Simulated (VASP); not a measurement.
A run of VASP 6.6.1 is set up as follows.

Contents of INCAR:

```
  ALGO = Normal
  EDIFF = 1E-6
  ENCUT = 520
  GGA = PE
  ISIF = 2
  ISMEAR = 0
  LASPH = T
  LCHARG = F
  LREAL = F
  LWAVE = F
  NBANDS = 16
  NELM = 60
  PREC = Accurate
  SIGMA = 0.02
```

File KPOINTS:

```
k-points
0
Gamma
  10 10 10
```

POSCAR

```
CuF
1.0
   -2.0968950903      2.0968950903      1.8636608124
    2.0968950903     -2.0968950903      1.8636608124
    2.0968950903      2.0968950903     -1.8636608124
Cu F
1 1
Direct
    0.0000000000      0.0000000000      0.0000000000
    0.5000000000      0.5000000000      0.0000000000
```

Potentials or basis: VASP PAW PBE potentials, release 64 (Cu, F).

Launch:

```console
$ cat potpaw_PBE.64/Cu/POTCAR potpaw_PBE.64/F/POTCAR > POTCAR
$ mpirun -np 1 vasp_std > vasp.out
```

(1) Estimate the pressure.

(2) Predict the band gap on the k mesh.

## Answers

(1) 0.4 GPa.

(2) 0.66 eV, indirect (least direct gap 1.25 eV).
